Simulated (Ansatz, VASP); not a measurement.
## One calculation of HfS2, two programs

File INCAR:

```
SYSTEM = HfS2
PREC = Accurate
ENCUT = 450
EDIFF = 1E-7
ISMEAR = 0
SIGMA = 0.02
LREAL = .False.
LASPH = .True.
NELM = 120
ALGO = Normal
ISIF = 2
LWAVE = .False.
LCHARG = .False.
GGA = PE
IVDW = 12
IBRION = 2
NSW = 60
EDIFFG = -0.008
GGA_COMPAT = .False.
NELMIN = 4
```

KPOINTS

```
regular mesh
0
Gamma
  12 12 6
  0 0 0
```

The input POSCAR:

```
HfS2
1.0
    3.5517749015      0.0000000000      0.0000000000
   -1.7758874507      3.0759272932      0.0000000000
    0.0000000000      0.0000000000      5.6838319324
Hf S
1 2
Direct
    0.0000000000      0.0000000000      0.0000000000
    0.6666666667      0.3333333333      0.7476059866
    0.3333333333      0.6666666667      0.2523940134
```

Input for Ansatz:

```yaml
crystal:
  lattice:
    - [3.5517749015, 0.0, 0.0]
    - [-1.7758874507, 3.0759272932, 0.0]
    - [0.0, 0.0, 5.6838319324]
  atoms:
    - { symbol: Hf, position: [0.0, 0.0, 0.0] }
    - { symbol: S, position: [0.6666666667, 0.3333333333, 0.7476059866] }
    - { symbol: S, position: [0.3333333333, 0.6666666667, 0.2523940134] }
basis:
  ecutwfc: 420
kpoints:
  mp_grid: { grid: [12, 12, 6] }
hamiltonian:
  xc: pbe
  dispersion: d3bj
scf:
  occupations: { method: gaussian, width: 0.02 }
output:
  forces: true
  stress: true
  eigenvalues: true
relax:
  adjacent_minimum: "off"
  f_tol: 0.008
  max_steps: 40
```

Change from the starting cell: equal strain along all axes, cell held, atoms relaxed: -1.5 %.

Alike in both runs: task relaxation of the atoms; functional PBE; dispersion D3(BJ); k mesh 12 × 12 × 6; occupations gaussian, width 0.02 eV; no spin polarisation.

|  | VASP | Ansatz |
| --- | --- | --- |
| version | VASP 6.6.1 | Ansatz 0.2.0 |
| potentials or method | VASP PAW PBE potentials, release 64 (Hf_pv, S), cutoff 450 eV | scalar-relativistic, plane waves, PAW |
| valence electrons in the cell | 22 | 38 |

VASP gave:

```
gap on the k mesh at the Fermi level, each at its own relaxed structure (eV) : 0.68
```

Estimate Ansatz's values.

gap on the k mesh at the Fermi level, each at its own relaxed structure (eV): 0.63.

VASP's potentials hold 22 valence electrons a cell and Ansatz's 38, so a difference there can come from the potentials and not from the codes. Ansatz's warnings: stress scf threshold loose.

Spin-orbit coupling is off throughout.
